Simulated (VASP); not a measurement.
# HgTe (Fm-3m) in VASP: notebook

The runs below take HgTe through single point, with HSE06, PBE0.

All numbers are computed with VASP 6.6.1; they aren't measurements. Logs are shortened: lines on timing, memory, paths and dates and some standing lists are left out, and cuts for length are marked.

### 1 The cell of the first run

The structure is cubic, space group Fm-3m (No. 225). The conventional cell has a = 6.360 Å, b = 6.360 Å, c = 6.360 Å, α = 90.00°, β = 90.00°, γ = 90.00°. Hg (site symmetry m-3m) has 6 Te at 3.18 Å within 4.2 Å. Within 4.2 Å of Te (site symmetry m-3m) lie 6 Hg at 3.18 Å.

### 2 Single point, HSE06

Input file POSCAR:

```
HgTe
1.0
    0.0000000000      3.1800000000      3.1800000000
    3.1800000000      0.0000000000      3.1800000000
    3.1800000000      3.1800000000      0.0000000000
Hg Te
1 1
Direct
    0.0000000000      0.0000000000      0.0000000000
    0.5000000000      0.5000000000      0.5000000000
```

Input file INCAR.step1:

```
PREC = Accurate
ENCUT = 520
EDIFF = 1E-5
ISMEAR = -1
SIGMA = 0.05
LREAL = F
LASPH = T
NELM = 60
ALGO = Normal
ISIF = 2
LWAVE = T
NBANDS = 16
GGA = PE
```

Input file INCAR.step2:

```
PREC = Accurate
ENCUT = 520
EDIFF = 1E-6
ISMEAR = -1
SIGMA = 0.05
LREAL = F
LASPH = T
NELM = 60
ALGO = Normal
ISIF = 2
LWAVE = F
LCHARG = T
GGA = PE
LHFCALC = T
HFSCREEN = 0.2079
PRECFOCK = Normal
LELF = T
LVHAR = T
NBANDS = 16
ISTART = 1
```

Input file KPOINTS:

```
regular mesh
0
Gamma
  4 4 4
```

Potentials or basis: VASP PAW PBE potentials, release 64 (Hg, Te).

On the command line:

```sh
$ cat potpaw_PBE.64/Hg/POTCAR potpaw_PBE.64/Te/POTCAR > POTCAR
$ cp INCAR.step1 INCAR
$ mpirun -np 1 vasp_std > vasp.out
$ cp INCAR.step2 INCAR
$ mpirun -np 1 vasp_std > vasp.out
```

OUTCAR:

```text
PREC = Accurate
   ENCUT = 520
   EDIFF = 1E-6
   ISMEAR = -1
   LREAL = F
   LASPH = T
   NELM = 60
   ISIF = 2
   GGA = PE
   LHFCALC = T
   HFSCREEN = 0.2079
   PRECFOCK = Normal
   ISTART = 1

 ion  position               nearest neighbor table
   1  0.000  0.000  0.000-   2 3.18   2 3.18   2 3.18   2 3.18   2 3.18   2 3.18
   2  0.500  0.500  0.500-   1 3.18   1 3.18   1 3.18   1 3.18   1 3.18   1 3.18

  LATTYP: Found a face centered cubic cell.
 ALAT       =     6.3600000000

  Lattice vectors:

 A1 = (   0.0000000000,   3.1800000000,   3.1800000000)
 A2 = (   3.1800000000,   0.0000000000,   3.1800000000)
 A3 = (   3.1800000000,   3.1800000000,   0.0000000000)

Analysis of symmetry for initial positions (statically):
=====================================================================
 Subroutine PRICEL returns:
 Original cell was already a primitive cell.

 Routine SETGRP: Setting up the symmetry group for a
 face centered cubic supercell.

 Subroutine GETGRP returns: Found 48 space group operations
 (whereof 48 operations were pure point group operations)
 out of a pool of 48 trial point group operations.

The static configuration has the point symmetry O_h .

Analysis of symmetry for dynamics (positions and initial velocities):
=====================================================================
 Subroutine PRICEL returns:
 Original cell was already a primitive cell.

 Routine SETGRP: Setting up the symmetry group for a
 face centered cubic supercell.

 Subroutine GETGRP returns: Found 48 space group operations
 (whereof 48 operations were pure point group operations)
 out of a pool of 48 trial point group operations.

The dynamic configuration has the point symmetry O_h .

 Subroutine INISYM returns: Found 48 space group operations
 (whereof 48 operations are pure point group operations),
 and found     1 'primitive' translations

----------------------------------------------------------------------------------------

                                     Primitive cell

  volume of cell :      64.3149

  direct lattice vectors                    reciprocal lattice vectors
     0.000000000  3.180000000  3.180000000    -0.157232704  0.157232704  0.157232704
     3.180000000  0.000000000  3.180000000     0.157232704 -0.157232704  0.157232704
     3.180000000  3.180000000  0.000000000     0.157232704  0.157232704 -0.157232704

  length of vectors
     4.497199128  4.497199128  4.497199128     0.272335033  0.272335033  0.272335033

  position of ions in fractional coordinates (direct lattice)
     0.000000000  0.000000000  0.000000000
     0.500000000  0.500000000  0.500000000

  ion indices of the primitive-cell ions
   primitive index   ion index
                 1           1
                 2           2

----------------------------------------------------------------------------------------

 KPOINTS: regular mesh

Automatic generation of k-mesh.
 Grid dimensions read from file:
 generate k-points for:    4    4    4

 Generating k-lattice:

  Cartesian coordinates                     Fractional coordinates (reciprocal lattice)
    -0.039308176  0.039308176  0.039308176     0.250000000  0.000000000  0.000000000
     0.039308176 -0.039308176  0.039308176     0.000000000  0.250000000  0.000000000
     0.039308176  0.039308176 -0.039308176     0.000000000  0.000000000  0.250000000

  Length of vectors
     0.068083758  0.068083758  0.068083758

  Shift w.r.t. Gamma in fractional coordinates (k-lattice)
     0.000000000  0.000000000  0.000000000

 Subroutine IBZKPT returns following result:
 ===========================================

 Found      8 irreducible k-points:

 Following reciprocal coordinates:
            Coordinates               Weight
  0.000000  0.000000  0.000000      1.000000
  0.250000  0.000000  0.000000      8.000000
  0.500000  0.000000  0.000000      4.000000
  0.250000  0.250000  0.000000      6.000000
  0.500000  0.250000  0.000000     24.000000
 -0.250000  0.250000  0.000000     12.000000
  0.500000  0.500000  0.000000      3.000000
 -0.250000  0.500000  0.250000      6.000000
   k-points           NKPTS =      8   k-points in BZ     NKDIM =     64   number of bands    NBANDS=     16
   number of dos      NEDOS =    301   number of ions     NIONS =      2
   total plane-waves  NPLWV =  46656
   dimension x,y,z NGX =    36 NGY =   36 NGZ =   36
   dimension x,y,z NGXF=    72 NGYF=   72 NGZF=   72
   ions per type =               1   1
   NGX,Y,Z   is equivalent  to a cutoff of  13.31, 13.31, 13.31 a.u.
   NGXF,Y,Z  is equivalent  to a cutoff of  26.62, 26.62, 26.62 a.u.
 SYSTEM =  unknown system
   PREC   = accura    normal or accurate (medium, high low for compatibility)
   ISTART =      1    job   : 0-new  1-cont  2-samecut
   ICHARG =      0    charge: 1-file 2-atom 10-const
   ISPIN  =      1    spin polarized calculation?
   LNONCOLLINEAR =      F non collinear calculations
   LSORBIT =      F    spin-orbit coupling
   LASPH  =      T    aspherical Exc in radial PAW
   ENCUT  =  520.0 eV  38.22 Ry    6.18 a.u.   8.36  8.36  8.36*2*pi/ulx,y,z
   NELM   =     60;   NELMIN=  2; NELMDL=  0     # of ELM steps
   EDIFF  = 0.1E-05   stopping-criterion for ELM
   LREAL  =      F    real-space projection
   EDIFFG = 0.1E-04   stopping-criterion for IOM
   NSW    =      0    number of steps for IOM
   IBRION =     -1    ionic relax: 0-MD 1-quasi-New 2-CG
   NFREE  =      0    steps in history (QN), initial steepest desc. (CG)
   ISIF   =      2    stress and relaxation
   ISYM   =      3    0-nonsym 1-usesym 2-fastsym
   POTIM  = 0.5000    time-step for ionic-motion
   TEBEG  =    0.0;   TEEND  =   0.0 temperature during run
   PSTRESS=    0.0 pullay stress
   NELECT =      18.0000    total number of electrons
   NUPDOWN=      -1.0000    fix difference up-down
   EMIN   =  10.00;   EMAX   =-10.00  energy-range for DOS
   EFERMI =   0.00;   METHOD = LEGACY
   ISMEAR =    -1;   SIGMA  =   0.05  broadening in eV -4-tet -1-fermi 0-gaus
   EFERMI_NEDOS =   21; number of points for ismear=-14 and -15
   IALGO  =     38    algorithm
   IMIX   =      1    mixing-type and parameters
     AMIX     =   0.40;   BMIX     =  1.00
     AMIX_MAG =   1.60;   BMIX_MAG =  1.00
  volume/ion in A,a.u.               =      32.16       217.01
  Fermi-wavevector in a.u.,A,eV,Ry     =   1.070850  2.023613 15.602062  1.146719
  Thomas-Fermi vector in A             =   2.206572
   LORBIT       =      0    0 simple, 1 ext, 2 COOP (PROOUT), +10 PAW based schemes
   GGA     = PE    functional components
   LHFCALC =     T    Hartree Fock is set to
   PRECFOCK=normal    Normal, Fast or Accurate (Low or Medium for compatibility)
   ENCUT4O =  -1.0   cutoff for four orbital integrals eV
   NKREDX  =     1    reduce k-point grid by
   NKREDY  =     1    reduce k-point grid by
   NKREDZ  =     1    reduce k-point grid by
   AEXX    =    0.2500 exact exchange contribution
   HFSCREEN=    0.2079 screening length (either q_TF or 0.3 A-1)
   HFSCREENC=   0.2079 screening length for correlation (either q_TF or 0.3 A-1)
   ENCUTFOCK=  -1.0 apply spherical cutoff to Coloumb kernel
   IVDW    =     0    specifies the selected vdW correction
   LEPSILON=     F    determine dielectric tensor
   LRPA    =     F    only Hartree local field effects (RPA)
 non-spin polarized calculation
  energy-cutoff  :      520.00
  volume of cell :       64.31
 maximum number of plane-waves:      1759
 NGX is ok and might be reduce to    36
  NGX = 28; NGY = 28; NGZ = 28

 number of electron      17.9999998 magnetization

 Free energy of the ion-electron system (eV)
  ---------------------------------------------------
  ext. energy  EPLUGINS =         0.00000000
  ---------------------------------------------------
  free energy    TOTEN  =        -4.05954845 eV

  energy without entropy =       -4.04805090  energy(sigma->0) =       -4.05379967

 E-fermi :   2.9352     XC(G=0):  -7.7285

 val. band max:        2.9246031544   @ k =   0.5000   0.0000   0.0000
 cond. band min:       3.5541785698   @ k =   0.5000   0.2500   0.0000
 fundamental gap:      0.6295754153
 Fermi energy:         2.9352236006

 k-point     1 :       0.0000    0.0000    0.0000
  band No.  band energies     occupation
      1      -9.5317      2.00000
      2      -4.8913      2.00000
      3      -4.8913      2.00000
      4      -4.8386      2.00000
      5      -4.8386      2.00000
      6      -4.8385      2.00000
      7       1.7232      2.00000
      8       2.1929      2.00000
      9       2.1929      2.00000
     10       2.1929      2.00000
     11      11.0164      0.00000
     12      11.0164      0.00000
     13      11.0164      0.00000
     14      11.1502      0.00000
     15      11.1502      0.00000
     16      11.1502      0.00000

 k-point     2 :       0.2500    0.0000    0.0000
  band No.  band energies     occupation
      1      -9.0900      2.00000
      2      -5.0038      2.00000
      3      -5.0038      2.00000
      4      -4.8791      2.00000
      5      -4.7854      2.00000
      6      -4.7854      2.00000
      7      -1.2934      2.00000
      8       2.5234      1.99947
      9       2.5234      1.99947
     10       4.9323      0.00000
     11       8.0938      0.00000
     12       8.7914      0.00000
     13       8.7914      0.00000
     14      11.2971      0.00000
     15      12.2268      0.00000
     16      12.2268      0.00000

 k-point     3 :       0.5000    0.0000    0.0000
  band No.  band energies     occupation
      1      -8.5021      2.00000
      2      -5.1150      2.00000
      3      -5.1150      2.00000
      4      -5.0024      2.00000
      5      -4.7264      2.00000
      6      -4.7264      2.00000
      7      -2.8027      2.00000
      8       2.9246      1.10582
      9       2.9246      1.10581
     10       6.0258      0.00000
     11       6.6625      0.00000
     12       7.4611      0.00000
     13       7.4611      0.00000
     14      13.5689      0.00000
     15      14.3549      0.00000
     16      14.3549      0.00000

 k-point     4 :       0.2500    0.2500    0.0000
  band No.  band energies     occupation
      1      -9.0293      2.00000
      2      -4.9983      2.00000
      3      -4.8812      2.00000
      4      -4.8586      2.00000
      5      -4.7729      2.00000
      6      -4.7729      2.00000
      7      -0.6344      2.00000
      8       1.4889      2.00000
      9       1.4889      2.00000
     10       3.9893      0.00000
     11       8.5860      0.00000
     12       9.0771      0.00000
     13      10.7495      0.00000
     14      10.7495      0.00000
     15      14.4353      0.00000
     16      14.4392      0.00000

 k-point     5 :       0.5000    0.2500    0.0000
  band No.  band energies     occupation
      1      -8.6037      2.00000
      2      -4.9751      2.00000
      3      -4.8989      2.00000
      4      -4.8193      2.00000
      5      -4.7068      2.00000
      6      -4.6384      2.00000
      7      -2.0528      2.00000
      8       0.8197      2.00000
      9       1.6636      2.00000
     10       3.5542      0.00001
     11       8.5397      0.00000
     12       9.6956      0.00000
     13      10.2541      0.00000
     14      11.5233      0.00000
     15      14.8053      0.00000
     16      15.0840      0.00000

 k-point     6 :      -0.2500    0.2500    0.0000
  band No.  band energies     occupation
      1      -8.6622      2.00000
      2      -5.0834      2.00000
      3      -4.9957      2.00000
      4      -4.8462      2.00000
      5      -4.7526      2.00000
      6      -4.6885      2.00000
      7      -1.9322      2.00000
      8       0.6037      2.00000
      9       2.7693      1.93015
     10       5.2953      0.00000
     11       7.4041      0.00000
     12       8.1323      0.00000
     13       9.7398      0.00000
     14      12.3295      0.00000
     15      13.7515      0.00000
     16      14.3774      0.00000

 k-point     7 :       0.5000    0.5000    0.0000
  band No.  band energies     occupation
      1      -8.6860      2.00000
      2      -4.9237      2.00000
      3      -4.8258      2.00000
      4      -4.6763      2.00000
      5      -4.6763      2.00000
      6      -4.1729      2.00000
      7      -1.0726      2.00000
      8       0.3569      2.00000
      9       0.7832      2.00000
     10       0.7832      2.00000
     11       8.3249      0.00000
     12      12.2848      0.00000
     13      12.2848      0.00000
     14      12.6257      0.00000
     15      16.0651      0.00000
     16      16.2303      0.00000

 k-point     8 :      -0.2500    0.5000    0.2500
  band No.  band energies     occupation
      1      -8.5512      2.00000
      2      -5.0114      2.00000
      3      -4.8285      2.00000
      4      -4.8285      2.00000
      5      -4.6763      2.00000
      6      -4.3085      2.00000
      7      -1.2834      2.00000
      8      -0.1985      2.00000
      9      -0.1985      2.00000
     10       4.6717      0.00000
     11       8.0305      0.00000
     12      10.1478      0.00000
     13      10.1478      0.00000
     14      13.7290      0.00000
     15      13.7290      0.00000
     16      16.2196      0.00000

------------------------ aborting loop because EDIFF is reached ----------------------------------------

  FORCE on cell =-STRESS in cart. coord.  units (eV):
  Direction    XX          YY          ZZ          XY          YZ          ZX
  --------------------------------------------------------------------------------------
  -------------------------------------------------------------------------------------
  Total       -1.7646587     -1.7646587     -1.7646587     -0.0000000     -0.0000000      0.0000000
  in kB      -43.9602280    -43.9602280    -43.9602280     -0.0000000     -0.0000000      0.0000000
  external PRESSURE =     -43.9602280 kB  Pullay stress =       0.0000000 kB

 VOLUME and BASIS-vectors are now :
 -----------------------------------------------------------------------------
  energy-cutoff  :      520.00
  volume of cell :       64.31
      direct lattice vectors                 reciprocal lattice vectors
     0.000000000  3.180000000  3.180000000    -0.157232704  0.157232704  0.157232704
     3.180000000  0.000000000  3.180000000     0.157232704 -0.157232704  0.157232704
     3.180000000  3.180000000  0.000000000     0.157232704  0.157232704 -0.157232704

 POSITION                                       TOTAL-FORCE (eV/Angst)
 -----------------------------------------------------------------------------------
      0.00000      0.00000      0.00000        -0.000000     -0.000000      0.000000
      3.18000      3.18000      3.18000         0.000000      0.000000     -0.000000
 -----------------------------------------------------------------------------------
    total drift:                                0.000004      0.000010      0.000006

  FREE ENERGIE OF THE ION-ELECTRON SYSTEM (eV)
  ---------------------------------------------------
  free  energy   TOTEN  =        -4.0595484475 eV

  energy  without entropy=       -4.0480508970  energy(sigma->0) =       -4.05379967
```

Run time: 9.1 min. Hardware: 1 thread of Intel Xeon Platinum 8488C (Sapphire Rapids), shared host; peak memory 0.32 GiB.

What came out:

```
Free energy            : -4.0595 eV
Pressure               : -4.4 GPa
Band gap on the k mesh : zero (bands 9 and 10 overlap by 2.14 eV)
```

Levels at points of the mesh, in eV from the Fermi level:
| k point | band 7 | band 8 | band 9 | band 10 | band 11 | band 12 |
| --- | --- | --- | --- | --- | --- | --- |
| (0.00, 0.00, 0.00) | -1.21 | -0.74 | -0.74 | -0.74 | 8.08 | 8.08 |
| (0.50, 0.00, 0.00) | -5.74 | -0.01 | -0.01 | 3.09 | 3.73 | 4.53 |
| (0.50, 0.50, 0.00) | -4.01 | -2.58 | -2.15 | -2.15 | 5.39 | 9.35 |

Caveat: the k points lie up to 0.43 Å⁻¹ apart, too coarse for converged energies and pressures of a metal; the PAW data sets were made with another functional, which shifts forces and pressure a little; spin-orbit coupling is left out, which moves the levels of the heavy elements.

[end of part 1 of 2]

The gap in the log of VASP goes by the Fermi energy; the results here count the filled bands.